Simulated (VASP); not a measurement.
# CaH in VASP: notebook

The runs below take CaH through single point, relaxation of cell and atoms, with PBE.

All numbers are computed with VASP 6.6.1; they aren't measurements. Logs are shortened: lines on timing, memory, paths and dates and some standing lists are left out, and cuts for length are marked.

## (1) The cell of the first run

It takes space group R-3m (No. 166, trigonal). The conventional cell has a = 3.736 Å, b = 3.736 Å, c = 9.234 Å, α = 90.00°, β = 90.00°, γ = 120.00°. Within 3.5 Å of Ca (site symmetry -3m) lie 6 H at 2.65 Å. Within 3.5 Å of H (site symmetry -3m) lie 6 Ca at 2.65 Å.

## (2) Single point, PBE

Contents of INCAR:

```
PREC = Accurate ; ENCUT = 520
EDIFF = 1E-6 ; ISMEAR = 0
SIGMA = 0.1 ; LREAL = F
LASPH = T ; NELM = 100
ALGO = Normal ; ISIF = 2
LWAVE = F ; LCHARG = F
GGA = PE ; NBANDS = 12
```

Contents of KPOINTS:

```
Automatic mesh
0
Gamma
  6 6 6
```

Contents of POSCAR:

```
CaH
1.0
    1.8682500000      1.0786346400      3.0781093200
   -1.8682500000      1.0786346400      3.0781093200
    0.0000000000     -2.1572692800      3.0781093200
Ca H
1 1
Direct
    0.5000000000      0.5000000000      0.5000000000
    0.0000000000      0.0000000000      0.0000000000
```

Potentials or basis: VASP PAW PBE potentials, release 64 (Ca_sv, H).

Command:

```
> cat potpaw_PBE.64/Ca_sv/POTCAR potpaw_PBE.64/H/POTCAR > POTCAR
> mpirun -np 1 vasp_std > vasp.out
```

OUTCAR:

```text
PREC = Accurate
   ENCUT = 520
   EDIFF = 1E-6
   ISMEAR = 0
   LREAL = F
   LASPH = T
   NELM = 100
   ISIF = 2
   GGA = PE

 ion  position               nearest neighbor table
   1  0.500  0.500  0.500-
   2  0.000  0.000  0.000-

  LATTYP: Found a trigonal (rhomboedric) cell.
 ALAT       =     3.7587987090
 COS(alpha) =     0.5059148066

  Lattice vectors:

 A1 = (   1.8682500000,   1.0786346400,   3.0781093200)
 A2 = (  -1.8682500000,   1.0786346400,   3.0781093200)
 A3 = (   0.0000000000,  -2.1572692800,   3.0781093200)

Analysis of symmetry for initial positions (statically):
=====================================================================
 Subroutine PRICEL returns:
 Original cell was already a primitive cell.

 Routine SETGRP: Setting up the symmetry group for a
 trigonal (rhombohedral) supercell.

 Subroutine GETGRP returns: Found 12 space group operations
 (whereof 12 operations were pure point group operations)
 out of a pool of 12 trial point group operations.

The static configuration has the point symmetry D_3d.

Analysis of symmetry for dynamics (positions and initial velocities):
=====================================================================
 Subroutine PRICEL returns:
 Original cell was already a primitive cell.

 Routine SETGRP: Setting up the symmetry group for a
 trigonal (rhombohedral) supercell.

 Subroutine GETGRP returns: Found 12 space group operations
 (whereof 12 operations were pure point group operations)
 out of a pool of 12 trial point group operations.

The dynamic configuration has the point symmetry D_3d.

 Subroutine INISYM returns: Found 12 space group operations
 (whereof 12 operations are pure point group operations),
 and found     1 'primitive' translations

----------------------------------------------------------------------------------------

                                     Primitive cell

  volume of cell :      37.2173

  direct lattice vectors                    reciprocal lattice vectors
     1.868250000  1.078634640  3.078109320     0.267630135  0.154516331  0.108291584
    -1.868250000  1.078634640  3.078109320    -0.267630135  0.154516331  0.108291584
     0.000000000 -2.157269280  3.078109320     0.000000000 -0.309032661  0.108291584

  length of vectors
     3.758798709  3.758798709  3.758798709     0.327457253  0.327457253  0.327457253

  position of ions in fractional coordinates (direct lattice)
     0.500000000  0.500000000  0.500000000
     0.000000000  0.000000000  0.000000000

  ion indices of the primitive-cell ions
   primitive index   ion index
                 1           1
                 2           2

----------------------------------------------------------------------------------------

 KPOINTS: Automatic mesh

Automatic generation of k-mesh.
 Grid dimensions read from file:
 generate k-points for:    6    6    6

 Generating k-lattice:

  Cartesian coordinates                     Fractional coordinates (reciprocal lattice)
     0.044605023  0.025752722  0.018048597     0.166666667  0.000000000  0.000000000
    -0.044605023  0.025752722  0.018048597     0.000000000  0.166666667  0.000000000
     0.000000000 -0.051505444  0.018048597     0.000000000  0.000000000  0.166666667

  Length of vectors
     0.054576209  0.054576209  0.054576209

  Shift w.r.t. Gamma in fractional coordinates (k-lattice)
     0.000000000  0.000000000  0.000000000

 Subroutine IBZKPT returns following result:
 ===========================================

 Found     32 irreducible k-points:

 Following reciprocal coordinates:
            Coordinates               Weight
  0.000000  0.000000  0.000000      1.000000
  0.166667 -0.000000  0.000000      6.000000
  0.333333 -0.000000  0.000000      6.000000
  0.500000  0.000000  0.000000      3.000000
  0.166667  0.166667  0.000000      6.000000
  0.333333  0.166667  0.000000     12.000000
[... 16 lines left out ...]
  0.500000  0.500000  0.166667      6.000000
 -0.333333  0.500000  0.166667     12.000000
 [... further k-points ...]
   k-points           NKPTS =     32   k-points in BZ     NKDIM =     32   number of bands    NBANDS=     12
   number of dos      NEDOS =    301   number of ions     NIONS =      2
   total plane-waves  NPLWV =  21952
   dimension x,y,z NGX =    28 NGY =   28 NGZ =   28
   dimension x,y,z NGXF=    56 NGYF=   56 NGZF=   56
   ions per type =               1   1
   NGX,Y,Z   is equivalent  to a cutoff of  12.38, 12.38, 12.38 a.u.
   NGXF,Y,Z  is equivalent  to a cutoff of  24.77, 24.77, 24.77 a.u.
 SYSTEM =  unknown system
   PREC   = accura    normal or accurate (medium, high low for compatibility)
   ISTART =      0    job   : 0-new  1-cont  2-samecut
   ICHARG =      2    charge: 1-file 2-atom 10-const
   ISPIN  =      1    spin polarized calculation?
   LNONCOLLINEAR =      F non collinear calculations
   LSORBIT =      F    spin-orbit coupling
   LASPH  =      T    aspherical Exc in radial PAW
   ENCUT  =  520.0 eV  38.22 Ry    6.18 a.u.   6.99  6.99  6.99*2*pi/ulx,y,z
   NELM   =    100;   NELMIN=  2; NELMDL= -5     # of ELM steps
   EDIFF  = 0.1E-05   stopping-criterion for ELM
   LREAL  =      F    real-space projection
   EDIFFG = 0.1E-04   stopping-criterion for IOM
   NSW    =      0    number of steps for IOM
   IBRION =     -1    ionic relax: 0-MD 1-quasi-New 2-CG
   NFREE  =      0    steps in history (QN), initial steepest desc. (CG)
   ISIF   =      2    stress and relaxation
   ISYM   =      2    0-nonsym 1-usesym 2-fastsym
   POTIM  = 0.5000    time-step for ionic-motion
   TEBEG  =    0.0;   TEEND  =   0.0 temperature during run
   PSTRESS=    0.0 pullay stress
   NELECT =      11.0000    total number of electrons
   NUPDOWN=      -1.0000    fix difference up-down
   EMIN   =  10.00;   EMAX   =-10.00  energy-range for DOS
   EFERMI =   0.00;   METHOD = LEGACY
   ISMEAR =     0;   SIGMA  =   0.10  broadening in eV -4-tet -1-fermi 0-gaus
   EFERMI_NEDOS =   21; number of points for ismear=-14 and -15
   IALGO  =     38    algorithm
   IMIX   =      4    mixing-type and parameters
     AMIX     =   0.40;   BMIX     =  1.00
     AMIX_MAG =   1.60;   BMIX_MAG =  1.00
  volume/ion in A,a.u.               =      18.61       125.58
  Fermi-wavevector in a.u.,A,eV,Ry     =   1.090496  2.060739 16.179804  1.189182
  Thomas-Fermi vector in A             =   2.226722
   LORBIT       =      0    0 simple, 1 ext, 2 COOP (PROOUT), +10 PAW based schemes
   GGA     = PE    functional components
   LHFCALC =     F    Hartree Fock is set to
   AEXX    =    0.0000 exact exchange contribution
   IVDW    =     0    specifies the selected vdW correction
   LEPSILON=     F    determine dielectric tensor
   LRPA    =     F    only Hartree local field effects (RPA)
 non-spin polarized calculation
 Gauss-broadening in eV      SIGMA  =   0.10
  energy-cutoff  :      520.00
  volume of cell :       37.22
 maximum number of plane-waves:      1018
   NGX = 13   NGY = 13   NGZ = 13

 number of electron      11.0000002 magnetization

 Free energy of the ion-electron system (eV)
  ---------------------------------------------------
  ext. energy  EPLUGINS =         0.00000000
  ---------------------------------------------------
  free energy    TOTEN  =        -5.65770649 eV

  energy without entropy =       -5.64775321  energy(sigma->0) =       -5.65272985

 E-fermi :   3.2310     XC(G=0):  -8.5704

 val. band max:        2.9554794934   @ k =  -0.3333   0.3333   0.0000
 cond. band min:       3.2587663751   @ k =  -0.3333  -0.3333   0.1667
 fundamental gap:      0.3032868817
 Fermi energy:         3.2309637209

 k-point     1 :       0.0000    0.0000    0.0000
  band No.  band energies     occupation
      1     -38.6455      2.00000
      2     -19.5585      2.00000
      3     -19.5559      2.00000
      4     -19.5559      2.00000
      5      -3.6212      2.00000
      6       5.3975      0.00000
      7       5.4665      0.00000
      8       5.4665      0.00000
      9       6.6936      0.00000
     10       6.6936      0.00000
     11       7.8067      0.00000
     12      12.5495      0.00000

 k-point     2 :       0.1667   -0.0000    0.0000
  band No.  band energies     occupation
      1     -38.6390      2.00000
      2     -19.6167      2.00000
      3     -19.5655      2.00000
      4     -19.5637      2.00000
      5      -3.1817      2.00000
      6       4.7297      0.00000
      7       5.5336      0.00000
      8       5.6045      0.00000
      9       6.5214      0.00000
     10       6.5285      0.00000
     11       7.1207      0.00000
     12      12.9251      0.00000

 k-point     3 :       0.3333   -0.0000    0.0000
  band No.  band energies     occupation
      1     -38.6261      2.00000
      2     -19.7349      2.00000
      3     -19.5800      2.00000
      4     -19.5792      2.00000
      5      -2.0485      2.00000
      6       2.8622      2.00000
      7       5.2779      0.00000
      8       5.3477      0.00000
      9       6.9950      0.00000
     10       7.0257      0.00000
     11       7.1419      0.00000
     12      10.8756      0.00000
[... 286 lines left out ...]
 k-point    23 :       0.5000    0.5000    0.1667
  band No.  band energies     occupation
      1     -38.6140      2.00000
      2     -19.7456      2.00000
      3     -19.6549      2.00000
      4     -19.6235      2.00000
      5      -1.4698      2.00000
      6       3.2651      0.62939
      7       3.7438      0.00000
      8       6.5185      0.00000
      9       7.2582      0.00000
     10       7.6353      0.00000
     11       8.2942      0.00000
     12       9.1700      0.00000

 k-point    24 :      -0.3333    0.5000    0.1667
  band No.  band energies     occupation
      1     -38.6116      2.00000
      2     -19.7366      2.00000
      3     -19.6710      2.00000
      4     -19.6418      2.00000
      5      -1.2881      2.00000
      6       3.4287      0.00516
      7       3.6175      0.00000
      8       5.8635      0.00000
      9       7.7789      0.00000
     10       8.2256      0.00000
     11       8.3522      0.00000
     12       8.8472      0.00000

 [... further k-points ...]
[... 5 lines left out ...]
  --------------------------------------------------------------------------------------
  -------------------------------------------------------------------------------------
  Total       -0.5666820     -0.5666820     -0.6792922     -0.0000000     -0.0000000      0.0000000
  in kB      -24.3952544    -24.3952544    -29.2430446     -0.0000000     -0.0000000      0.0000000
  external PRESSURE =     -26.0111845 kB  Pullay stress =       0.0000000 kB

 VOLUME and BASIS-vectors are now :
 -----------------------------------------------------------------------------
  energy-cutoff  :      520.00
  volume of cell :       37.22
      direct lattice vectors                 reciprocal lattice vectors
     1.868250000  1.078634640  3.078109320     0.267630135  0.154516331  0.108291584
    -1.868250000  1.078634640  3.078109320    -0.267630135  0.154516331  0.108291584
     0.000000000 -2.157269280  3.078109320     0.000000000 -0.309032661  0.108291584

 POSITION                                       TOTAL-FORCE (eV/Angst)
 -----------------------------------------------------------------------------------
      0.00000      0.00000      4.61716        -0.000000     -0.000000     -0.000000
      0.00000      0.00000      0.00000         0.000000      0.000000      0.000000
 -----------------------------------------------------------------------------------
    total drift:                               -0.000000     -0.000000      0.000000

  FREE ENERGIE OF THE ION-ELECTRON SYSTEM (eV)
  ---------------------------------------------------
  free  energy   TOTEN  =        -5.6577064853 eV

  energy  without entropy=       -5.6477532115  energy(sigma->0) =       -5.65272985
```

Run time: 6.4 s. Hardware: 1 thread of Intel Xeon 6975P-C (Granite Rapids), shared host; peak memory 0.16 GiB.

Results:

```
Free energy : -5.6577 eV
Pressure    : -2.6 GPa
```

Stress tensor (GPa, compression positive):
```
-2.44  0.00  0.00
 0.00 -2.44  0.00
 0.00  0.00 -2.92
```

## (3) Single point, PBE

This run uses another cell than the first one, of 17.03 Å³/atom, 0.915 times its volume.

Contents of INCAR:

```
ALGO = Normal ; EDIFF = 1E-7
ENCUT = 520 ; GGA = PE
ISIF = 2 ; ISMEAR = 0
LASPH = True ; LCHARG = False
LREAL = False ; LWAVE = False
NBANDS = 12 ; NELM = 100
PREC = Accurate ; SIGMA = 0.1
```

Contents of KPOINTS:

```
k-points
0
Gamma
  18 18 18
```

Contents of POSCAR:

```
CaH
1.0
    1.8192399534      1.0503386768      2.9709122198
   -1.8192399534      1.0503386768      2.9709122198
    0.0000000000     -2.1006773536      2.9709122198
Ca H
1 1
Direct
    0.5000000000      0.5000000000      0.5000000000
    0.0000000000      0.0000000000      0.0000000000
```

Potentials or basis: VASP PAW PBE potentials, release 64 (Ca_sv, H).

Command:

```
> cat potpaw_PBE.64/Ca_sv/POTCAR potpaw_PBE.64/H/POTCAR > POTCAR
> mpirun -np 1 vasp_std > vasp.out
```

OUTCAR:

```text
EDIFF = 1E-7
   ENCUT = 520
   GGA = PE
   ISIF = 2
   ISMEAR = 0
   LASPH = True
   LREAL = False
   NELM = 100
   PREC = Accurate

 ion  position               nearest neighbor table
   1  0.500  0.500  0.500-
   2  0.000  0.000  0.000-

  LATTYP: Found a trigonal (rhomboedric) cell.
 ALAT       =     3.6385663058
 COS(alpha) =     0.5000237451

  Lattice vectors:

[... 534 lines left out ...]
      3     -18.9330      2.00000
      4     -18.9195      2.00000
      5      -2.4785      2.00000
      6       4.4224      0.00000
      7       5.8392      0.00000
      8       6.1268      0.00000
      9       7.0564      0.00000
     10       7.5086      0.00000
     11       7.9688      0.00000
     12      13.3704      0.00000

 [... further k-points ...]
[... 5 lines left out ...]
  --------------------------------------------------------------------------------------
  -------------------------------------------------------------------------------------
  Total        0.0020951      0.0020951      0.0016495      0.0000000      0.0000000      0.0000000
  in kB        0.0985484      0.0985484      0.0775883      0.0000000      0.0000000      0.0000000
  external PRESSURE =       0.0915617 kB  Pullay stress =       0.0000000 kB

 VOLUME and BASIS-vectors are now :
 -----------------------------------------------------------------------------
  energy-cutoff  :      520.00
  volume of cell :       34.06
      direct lattice vectors                 reciprocal lattice vectors
     1.819239953  1.050338677  2.970912220     0.274840050  0.158678977  0.112198984
    -1.819239953  1.050338677  2.970912220    -0.274840050  0.158678977  0.112198984
     0.000000000 -2.100677354  2.970912220     0.000000000 -0.317357954  0.112198984

 POSITION                                       TOTAL-FORCE (eV/Angst)
 -----------------------------------------------------------------------------------
      0.00000      0.00000      4.45637         0.000000      0.000000     -0.000000
      0.00000      0.00000      0.00000         0.000000     -0.000000      0.000000
 -----------------------------------------------------------------------------------
    total drift:                               -0.000000     -0.000000      0.000000

  FREE ENERGIE OF THE ION-ELECTRON SYSTEM (eV)
  ---------------------------------------------------
  free  energy   TOTEN  =        -5.6770640596 eV

  energy  without entropy=       -5.6703460703  energy(sigma->0) =       -5.67370506
```

Run time: 2.1 min. Hardware: 1 thread of Intel Xeon Platinum 8488C (Sapphire Rapids), shared host; peak memory 0.36 GiB.

What came out:

* Free energy: -5.6771 eV
* Pressure: 0.0 GPa

Levels at points of the mesh, in eV from the Fermi level:
```
           k point  band 3  band 4  band 5  band 6  band 7  band 8
(0.00, 0.00, 0.00)  -22.51  -22.51   -7.08    2.37    2.37    2.37
(0.50, 0.00, 0.00)  -22.55  -22.55   -4.39   -1.62    1.99    1.99
(0.50, 0.50, 0.00)  -22.62  -22.62   -4.96    0.13    0.81    4.66
(0.50, 0.50, 0.50)  -22.55  -22.55   -4.39   -1.62    1.99    1.99
```

## (4) Relaxation of cell and atoms, PBE

Contents of INCAR:

```
SYSTEM = CaH
PREC = Accurate ; ENCUT = 600
EDIFF = 1E-6 ; ISMEAR = 0
SIGMA = 0.1 ; LREAL = .False.
LASPH = .True. ; NELM = 100
ALGO = Normal ; ISIF = 3
LWAVE = .False. ; LCHARG = .False.
GGA = PE ; IBRION = 2
NSW = 100 ; EDIFFG = -0.01
```

Contents of KPOINTS:

```
regular mesh
0
Gamma
  18 18 18
  0 0 0
```

Contents of POSCAR:

```
CaH
1.0
    1.8682500000      1.0786346400      3.0781093200
   -1.8682500000      1.0786346400      3.0781093200
    0.0000000000     -2.1572692800      3.0781093200
Ca H
1 1
Direct
    0.5000000000      0.5000000000      0.5000000000
    0.0000000000      0.0000000000      0.0000000000
```

Command:

```
> cat potpaw_PBE.64/Ca_sv/POTCAR potpaw_PBE.64/H/POTCAR > POTCAR
> mpirun -np 1 vasp_std > vasp.out
```

Run time: 13 min. Hardware: 1 thread of Intel Xeon Platinum 8488C (Sapphire Rapids), shared host; peak memory 0.43 GiB.

It converged, with:

```yaml
Free_energy: -5.6778 eV
Relaxed_volume: 17.10 Å³/atom
Relaxed_cell: a = 3.643 Å, b = 3.643 Å, c = 3.643 Å, α = 60.01°, β = 60.01°, γ = 60.01°
Space_group_after_relaxing_to_0.05_Å: Fm-3m (No. 225)
Energy_gained_by_relaxing: 13.0 meV/atom
Ionic_steps: 7
Pressure_after_relaxing: -0.1 GPa
```

The path:
| step | energy change (eV) | largest force (eV/Å) | pressure (GPa) | volume (Å³) |
| --- | --- | --- | --- | --- |
| 1 | 0.0000 | 0.0000 | -2.50 | 37.22 |
| 2 | -0.0190 | 0.0000 | -1.37 | 35.67 |
| 3 | -0.0258 | 0.0000 | -0.14 | 34.28 |
| 4 | -0.0259 | 0.0000 | 0.02 | 34.13 |
| 5 | -0.0259 | 0.0000 | -0.04 | 34.19 |
| 6 | -0.0259 | 0.0000 | -0.05 | 34.19 |
| 7 | -0.0259 | 0.0000 | -0.05 | 34.20 |

Final structure:
```
Ca H
1.0
     1.82173    1.05178    2.97452
    -1.82173    1.05178    2.97452
     0.00000   -2.10355    2.97452
Ca H
1 1
Direct
  0.50000 0.50000 0.50000
  0.00000 0.00000 0.00000
```

Levels at points of the mesh, in eV from the Fermi level:
```
           k point  band 2  band 3  band 4  band 5  band 6  band 7  band 8  band 9
(0.00, 0.00, 0.00)  -22.52  -22.52  -22.52   -7.06    2.37    2.37    2.37    3.74
(0.50, 0.00, 0.00)  -22.84  -22.56  -22.56   -4.39   -1.62    1.99    1.99    4.66
(0.50, 0.50, 0.00)  -22.81  -22.63  -22.63   -4.95    0.14    0.80    4.65    4.94
(0.50, 0.50, 0.50)  -22.84  -22.56  -22.56   -4.39   -1.62    1.99    1.99    4.66
```

## (5) Summary

| task | cell | k mesh | cutoff (eV) | gap on the mesh (eV) | pressure (GPa) |
| --- | --- | --- | --- | --- | --- |
| single point | a = 3.759 Å, angles 59.6°, 2 atoms | 6 × 6 × 6 | 520 | none | -2.6 |
| single point | a = 3.639 Å, angles 60.0°, 2 atoms | 18 × 18 × 18 | 520 | none | 0.0 |
| relaxation of cell and atoms | relaxed from a = 3.759 Å, angles 59.6°, 2 atoms | 18 × 18 × 18 | 600 | none | -0.1 |

Alike in all rows: level PBE; potentials or basis VASP PAW PBE potentials, release 64 (Ca_sv, H); no spin polarisation; smearing gaussian 0.1 eV.

Total energies depend on the potentials used, so only differences within one code and one set of settings carry meaning.
